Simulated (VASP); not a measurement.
# BePdS3 (Cmc2_1) in VASP: further runs

BePdS3 is run at these levels: PBE; tasks: single point.

All numbers are computed with VASP 6.6.1; they aren't measurements. Logs are shortened: lines on timing, memory, paths and dates and some standing lists are left out, and cuts for length are marked.

## 1. The cell of the first run

The structure is orthorhombic, space group Cmc2_1 (No. 36). The conventional cell has a = 3.253 Å, b = 13.550 Å, c = 7.467 Å, α = 90.00°, β = 90.00°, γ = 90.00°. Within 3.0 Å of Pd (site symmetry m) lie 6 S at 2.29 to 2.97 Å. Within 3.0 Å of S (site symmetry m) lie 2 Pd at 2.29 to 2.44 Å and 2 Be at 2.41 Å. S (site symmetry m) has 3 Be at 2.40 to 2.57 Å and 5 S at 2.62 to 3.04 Å and 2 Pd at 2.97 Å within 3.2 Å. S (site symmetry m) has 3 Be at 2.44 to 2.61 Å and 5 S at 2.62 to 3.06 Å and 2 Pd at 2.82 Å within 3.2 Å. Be (site symmetry m) has 8 S at 2.40 to 2.61 Å within 3.2 Å.

## 2. Single point, PBE

Contents of INCAR:

```
SYSTEM = BePdS3
ALGO = Normal
EDIFF = 1E-6
ENCUT = 520
GGA = PE
ISIF = 2
ISMEAR = -1
LASPH = .TRUE.
LCHARG = .FALSE.
LREAL = .FALSE.
LWAVE = .FALSE.
NBANDS = 41
NELM = 60
PREC = Accurate
SIGMA = 0.0935
```

Contents of KPOINTS:

```
k-points
0
G
  6 6 3
  0 0 0
```

Contents of POSCAR:

```
BePdS3
1.0
    3.2529000000      0.0000000000      0.0000000000
    1.6264500000     -6.7750510000      0.0000000000
    0.0000000000      0.0000000000     -7.4671660000
Pd S Be
2 6 2
Direct
    0.9980000000      0.0040000000      0.7500000000
    0.0020000000      0.9960000000      0.2500000000
    0.8930000000      0.2140000000      0.0150000000
    0.1070000000      0.7860000000      0.5150000000
    0.6750000000      0.6500000000      0.8360000000
    0.3250000000      0.3500000000      0.3360000000
    0.6680000000      0.6640000000      0.1860000000
    0.3320000000      0.3360000000      0.6860000000
    0.2621000000      0.4758000000      0.0120000000
    0.7379000000      0.5242000000      0.5120000000
```

Potentials or basis: VASP PAW PBE potentials, release 64 (Pd, S, Be).

Launch:

```bash
$ cat potpaw_PBE.64/Pd/POTCAR potpaw_PBE.64/S/POTCAR potpaw_PBE.64/Be/POTCAR > POTCAR
$ mpirun -np 1 vasp_std > vasp.out
```

OUTCAR:

```text
SYSTEM = BePdS3
   EDIFF = 1E-6
   ENCUT = 520
   GGA = PE
   ISIF = 2
   ISMEAR = -1
   LASPH = .TRUE.
   LREAL = .FALSE.
   NELM = 60
   PREC = Accurate

 ion  position               nearest neighbor table
   1  0.998  0.004  0.750-   4 2.29   3 2.44   8 2.82   8 2.82   5 2.97   5 2.97
   2  0.002  0.996  0.250-   3 2.29   4 2.44   7 2.82   7 2.82   6 2.97   6 2.97
   3  0.893  0.214  0.015-   2 2.29   9 2.41   9 2.41   1 2.44
   4  0.107  0.786  0.515-   1 2.29  10 2.41  10 2.41   2 2.44
   5  0.675  0.650  0.836-   9 2.40   9 2.40  10 2.57   7 2.62   1 2.97   1 2.97
   6  0.325  0.350  0.336-  10 2.40  10 2.40   9 2.57   8 2.62   2 2.97   2 2.97
   7  0.668  0.664  0.186-   9 2.44   9 2.44   5 2.62   2 2.82   2 2.82
   8  0.332  0.336  0.686-  10 2.44  10 2.44   6 2.62   1 2.82   1 2.82
   9  0.262  0.476  0.012-   5 2.40   5 2.40   3 2.41   3 2.41   7 2.44   7 2.44   6 2.57
  10  0.738  0.524  0.512-   6 2.40   6 2.40   4 2.41   4 2.41   8 2.44   8 2.44   5 2.57

  LATTYP: Found a base centered orthorhombic cell.
 ALAT       =     3.2529000000
 B/A-ratio  =     4.1655452058
 C/A-ratio  =     2.2955412094

  Lattice vectors:

 A1 = (   1.6264500000,   6.7750510000,   0.0000000000)
 A2 = (   1.6264500000,  -6.7750510000,   0.0000000000)
 A3 = (   0.0000000000,   0.0000000000,  -7.4671660000)

Analysis of symmetry for initial positions (statically):
=====================================================================
 Subroutine PRICEL returns:
 Original cell was already a primitive cell.

 Routine SETGRP: Setting up the symmetry group for a
 base centered orthorhombic supercell.

 Subroutine GETGRP returns: Found  4 space group operations
 (whereof  2 operations were pure point group operations)
 out of a pool of  8 trial point group operations.

The static configuration has the point symmetry C_1h.
 The point group associated with its full space group is C_2v.

Analysis of symmetry for dynamics (positions and initial velocities):
=====================================================================
 Subroutine PRICEL returns:
 Original cell was already a primitive cell.

 Routine SETGRP: Setting up the symmetry group for a
 base centered orthorhombic supercell.

 Subroutine GETGRP returns: Found  4 space group operations
 (whereof  2 operations were pure point group operations)
 out of a pool of  8 trial point group operations.

The dynamic configuration has the point symmetry C_1h.
 The point group associated with its full space group is C_2v.

 Subroutine INISYM returns: Found  4 space group operations
 (whereof  2 operations are pure point group operations),
 and found     1 'primitive' translations

----------------------------------------------------------------------------------------

                                     Primitive cell

  volume of cell :     164.5656

  direct lattice vectors                    reciprocal lattice vectors
     3.252900000  0.000000000  0.000000000     0.307417996  0.073800182  0.000000000
     1.626450000 -6.775051000  0.000000000     0.000000000 -0.147600365  0.000000000
     0.000000000  0.000000000 -7.467166000     0.000000000  0.000000000 -0.133919616

  length of vectors
     3.252900000  6.967543014  7.467166000     0.316152323  0.147600365  0.133919616

  position of ions in fractional coordinates (direct lattice)
     0.998000000  0.004000000  0.750000000
     0.002000000  0.996000000  0.250000000
     0.893000000  0.214000000  0.015000000
     0.107000000  0.786000000  0.515000000
     0.675000000  0.650000000  0.836000000
     0.325000000  0.350000000  0.336000000
     0.668000000  0.664000000  0.186000000
     0.332000000  0.336000000  0.686000000
     0.262100000  0.475800000  0.012000000
     0.737900000  0.524200000  0.512000000

  ion indices of the primitive-cell ions
   primitive index   ion index
                 1           1
                 2           2
                 3           3
                 4           4
                 5           5
                 6           6
                 7           7
                 8           8
                 9           9
                10          10

----------------------------------------------------------------------------------------

 KPOINTS: k-points

Automatic generation of k-mesh.
 Grid dimensions read from file:
 generate k-points for:    6    6    3

 Generating k-lattice:

  Cartesian coordinates                     Fractional coordinates (reciprocal lattice)
     0.051236333  0.012300030  0.000000000     0.166666667  0.000000000  0.000000000
     0.000000000 -0.024600061  0.000000000     0.000000000  0.166666667  0.000000000
     0.000000000  0.000000000 -0.044639872     0.000000000  0.000000000  0.333333333

  Length of vectors
     0.052692054  0.024600061  0.044639872

  Shift w.r.t. Gamma in fractional coordinates (k-lattice)
     0.000000000  0.000000000  0.000000000

 Subroutine IBZKPT returns following result:
 ===========================================

 Found     26 irreducible k-points:

 Following reciprocal coordinates:
            Coordinates               Weight
  0.000000  0.000000  0.000000      1.000000
  0.166667  0.000000  0.000000      4.000000
  0.333333  0.000000  0.000000      4.000000
  0.500000  0.000000  0.000000      2.000000
  0.000000  0.166667  0.000000      2.000000
  0.333333  0.166667  0.000000      2.000000
[... 16 lines left out ...]
  0.000000  0.333333  0.333333      4.000000
 -0.333333  0.333333  0.333333      4.000000
 [... further k-points ...]
   k-points           NKPTS =     26   k-points in BZ     NKDIM =     26   number of bands    NBANDS=     41
   number of dos      NEDOS =    301   number of ions     NIONS =     10
   total plane-waves  NPLWV =  72576
   dimension x,y,z NGX =    24 NGY =   54 NGZ =   56
   dimension x,y,z NGXF=    48 NGYF=  108 NGZF=  112
   ions per type =               2   6   2
   NGX,Y,Z   is equivalent  to a cutoff of  12.27, 12.88, 12.47 a.u.
   NGXF,Y,Z  is equivalent  to a cutoff of  24.53, 25.77, 24.94 a.u.
 SYSTEM =  BePdS3
   PREC   = accura    normal or accurate (medium, high low for compatibility)
   ISTART =      0    job   : 0-new  1-cont  2-samecut
   ICHARG =      2    charge: 1-file 2-atom 10-const
   ISPIN  =      1    spin polarized calculation?
   LNONCOLLINEAR =      F non collinear calculations
   LSORBIT =      F    spin-orbit coupling
   LASPH  =      T    aspherical Exc in radial PAW
   ENCUT  =  520.0 eV  38.22 Ry    6.18 a.u.   6.05 12.96 13.88*2*pi/ulx,y,z
   NELM   =     60;   NELMIN=  2; NELMDL= -5     # of ELM steps
   EDIFF  = 0.1E-05   stopping-criterion for ELM
   LREAL  =      F    real-space projection
   EDIFFG = 0.1E-04   stopping-criterion for IOM
   NSW    =      0    number of steps for IOM
   IBRION =     -1    ionic relax: 0-MD 1-quasi-New 2-CG
   NFREE  =      0    steps in history (QN), initial steepest desc. (CG)
   ISIF   =      2    stress and relaxation
   ISYM   =      2    0-nonsym 1-usesym 2-fastsym
   POTIM  = 0.5000    time-step for ionic-motion
   TEBEG  =    0.0;   TEEND  =   0.0 temperature during run
   PSTRESS=    0.0 pullay stress
   NELECT =      60.0000    total number of electrons
   NUPDOWN=      -1.0000    fix difference up-down
   EMIN   =  10.00;   EMAX   =-10.00  energy-range for DOS
   EFERMI =   0.00;   METHOD = LEGACY
   ISMEAR =    -1;   SIGMA  =   0.09  broadening in eV -4-tet -1-fermi 0-gaus
   EFERMI_NEDOS =   21; number of points for ismear=-14 and -15
   IALGO  =     38    algorithm
   IMIX   =      4    mixing-type and parameters
     AMIX     =   0.40;   BMIX     =  1.00
     AMIX_MAG =   1.60;   BMIX_MAG =  1.00
  volume/ion in A,a.u.               =      16.46       111.05
  Fermi-wavevector in a.u.,A,eV,Ry     =   1.169532  2.210096 18.610128  1.367806
  Thomas-Fermi vector in A             =   2.306004
   LORBIT       =      0    0 simple, 1 ext, 2 COOP (PROOUT), +10 PAW based schemes
   GGA     = PE    functional components
   LHFCALC =     F    Hartree Fock is set to
   AEXX    =    0.0000 exact exchange contribution
   IVDW    =     0    specifies the selected vdW correction
   LEPSILON=     F    determine dielectric tensor
   LRPA    =     F    only Hartree local field effects (RPA)
 non-spin polarized calculation
  energy-cutoff  :      520.00
  volume of cell :      164.57
 maximum number of plane-waves:      4455
   NGX = 13   NGY = 25   NGZ = 27

 number of electron      59.9999999 magnetization

 Free energy of the ion-electron system (eV)
  ---------------------------------------------------
  ext. energy  EPLUGINS =         0.00000000
  ---------------------------------------------------
  free energy    TOTEN  =       -40.87762289 eV

  energy without entropy =      -40.68797996  energy(sigma->0) =      -40.78280142

 E-fermi :   6.0157     XC(G=0): -10.5648

 val. band max:        6.0138126456   @ k =   0.3333   0.0000   0.3333
 cond. band min:       6.0262592856   @ k =   0.0000   0.0000   0.3333
 fundamental gap:      0.0124466400
 Fermi energy:         6.0157165042

 k-point     1 :       0.0000    0.0000    0.0000
  band No.  band energies     occupation
      1      -9.1164      2.00000
      2      -7.5094      2.00000
      3      -7.4256      2.00000
      4      -6.9564      2.00000
      5      -6.8286      2.00000
      6      -5.5100      2.00000
[... 33 lines left out ...]
     40      12.1641      0.00000
     41      12.2085      0.00000

 k-point     2 :       0.1667    0.0000    0.0000
  band No.  band energies     occupation
      1      -8.8529      2.00000
      2      -7.3298      2.00000
      3      -7.1645      2.00000
      4      -6.8582      2.00000
      5      -6.6572      2.00000
      6      -5.4177      2.00000
[... 957 lines left out ...]
     40      11.6586      0.00000
     41      12.2429      0.00000

 k-point    24 :      -0.3333    0.3333    0.3333
  band No.  band energies     occupation
      1      -7.8965      2.00000
      2      -7.4071      2.00000
      3      -6.8767      2.00000
      4      -6.4433      2.00000
      5      -5.8731      2.00000
      6      -5.3922      2.00000
[... 33 lines left out ...]
     40      11.6664      0.00000
     41      12.4037      0.00000

 [... further k-points ...]

------------------------ aborting loop because EDIFF is reached ----------------------------------------

  FORCE on cell =-STRESS in cart. coord.  units (eV):
  Direction    XX          YY          ZZ          XY          YZ          ZX
  --------------------------------------------------------------------------------------
  -------------------------------------------------------------------------------------
  Total       -3.8619916    -10.9342309     -1.5791974      0.0000000      0.0000000      0.0000000
  in kB      -37.5995648   -106.4534483    -15.3747448      0.0000000      0.0000000      0.0000000
  external PRESSURE =     -53.1425860 kB  Pullay stress =       0.0000000 kB

 VOLUME and BASIS-vectors are now :
 -----------------------------------------------------------------------------
  energy-cutoff  :      520.00
  volume of cell :      164.57
      direct lattice vectors                 reciprocal lattice vectors
     3.252900000  0.000000000  0.000000000     0.307417996  0.073800182  0.000000000
     1.626450000 -6.775051000  0.000000000     0.000000000 -0.147600365  0.000000000
     0.000000000  0.000000000 -7.467166000     0.000000000  0.000000000 -0.133919616

 POSITION                                       TOTAL-FORCE (eV/Angst)
 -----------------------------------------------------------------------------------
      3.25290     -0.02710     -5.60037         0.000000     -0.551629     -0.617747
      1.62645     -6.74795     -1.86679        -0.000000      0.551629     -0.617747
      3.25290     -1.44986     -0.11201         0.000000     -0.122621      0.591515
      1.62645     -5.32519     -3.84559         0.000000      0.122621      0.591515
      3.25290     -4.40378     -6.24255         0.000000     -0.611532     -1.320333
      1.62645     -2.37127     -2.50897         0.000000      0.611532     -1.320333
      3.25290     -4.49863     -1.38889         0.000000     -0.994355      1.242244
      1.62645     -2.27642     -5.12248         0.000000      0.994355      1.242244
      1.62645     -3.22357     -0.08961        -0.000000      0.217379      0.104321
      3.25290     -3.55148     -3.82319         0.000000     -0.217379      0.104321
 -----------------------------------------------------------------------------------
    total drift:                                0.000000     -0.000000     -0.000676

  FREE ENERGIE OF THE ION-ELECTRON SYSTEM (eV)
  ---------------------------------------------------
  free  energy   TOTEN  =       -40.8776228900 eV

  energy  without entropy=      -40.6879799554  energy(sigma->0) =      -40.78280142
```

Run time: 3.4 min. Hardware: 1 thread of Intel Xeon Platinum 8488C (Sapphire Rapids), shared host; peak memory 0.34 GiB.

What came out:

```yaml
Free_energy: -40.8776 eV
Pressure: -5.3 GPa
Largest_force: 1.591 eV/Å
Band_gap_on_the_k_mesh: zero (band 30 reaches 6.24 eV, above the bottom of band 31 at 5.58 eV)
```

Forces in eV/Å, atoms in the order of the input:
```
Pd   0.000 -0.552 -0.618
Pd   0.000  0.552 -0.618
S    0.000 -0.123  0.592
S    0.000  0.123  0.592
S    0.000 -0.612 -1.320
S    0.000  0.612 -1.320
S    0.000 -0.994  1.242
S    0.000  0.994  1.242
Be   0.000  0.217  0.104
Be   0.000 -0.217  0.104
```

Caveat: forces of over 1 eV/Å act on the atoms, so gaps and moduli don't describe the material at rest.

## 3. Single point, PBE

Contents of INCAR:

```
ALGO     = Normal         # electronic algorithm
EDIFF    = 1E-6           # SCF threshold, eV
ENCUT    = 520            # plane-wave cutoff, eV
GGA      = PE             # functional
ISIF     = 2              # what is computed and relaxed
ISMEAR   = -1             # smearing method
LASPH    = T              # aspherical terms in the spheres
LCHARG   = F              # write CHGCAR
LREAL    = F              # projectors in reciprocal space
LWAVE    = F              # write WAVECAR
NBANDS   = 41             # bands
NELM     = 80             # most SCF steps
PREC     = Accurate       # precision mode
SIGMA    = 0.0935         # smearing width, eV
```

Contents of KPOINTS:

```
k-points
0
Gamma
  6 6 3
```

POSCAR is that of step 2.

Potentials or basis: VASP PAW PBE potentials, release 64 (Pd, S, Be).

Launch:

```bash
$ cat potpaw_PBE.64/Pd/POTCAR potpaw_PBE.64/S/POTCAR potpaw_PBE.64/Be/POTCAR > POTCAR
$ mpirun -np 1 vasp_std > vasp.out
```

Wall time 4.1 min (1 thread of Intel Xeon Platinum 8488C (Sapphire Rapids), shared host); peak memory 0.33 GiB.

It converged, with:

```
Free energy            : -40.8776 eV
Pressure               : -5.3 GPa
Largest force          : 1.591 eV/Å
Band gap on the k mesh : zero (band 30 reaches 6.24 eV, above the bottom of band 31 at 5.58 eV)
```

Forces in eV/Å, atoms in the order of the input:
```
Pd   0.000 -0.552 -0.618
Pd   0.000  0.552 -0.618
S    0.000 -0.123  0.592
S    0.000  0.123  0.592
S    0.000 -0.612 -1.320
S    0.000  0.612 -1.320
S    0.000 -0.994  1.242
S    0.000  0.994  1.242
Be   0.000  0.217  0.104
Be   0.000 -0.217  0.104
```

Stress tensor (GPa, compression positive):
```
 -3.76   0.00   0.00
  0.00 -10.65   0.00
  0.00   0.00  -1.54
```

Levels at points of the mesh, in eV from the Fermi level:
```csv
k point,band 28,band 29,band 30,band 31,band 32,band 33
"(0.00, 0.00, 0.00)",-0.34,-0.28,0.12,0.37,0.52,0.71
"(0.50, 0.00, 0.00)",-1.26,-0.78,-0.43,0.06,0.31,0.59
"(0.00, 0.50, 0.00)",-0.30,-0.14,-0.04,0.30,1.05,1.25
```

Caveat: forces of over 1 eV/Å act on the atoms, so gaps and moduli don't describe the material at rest.
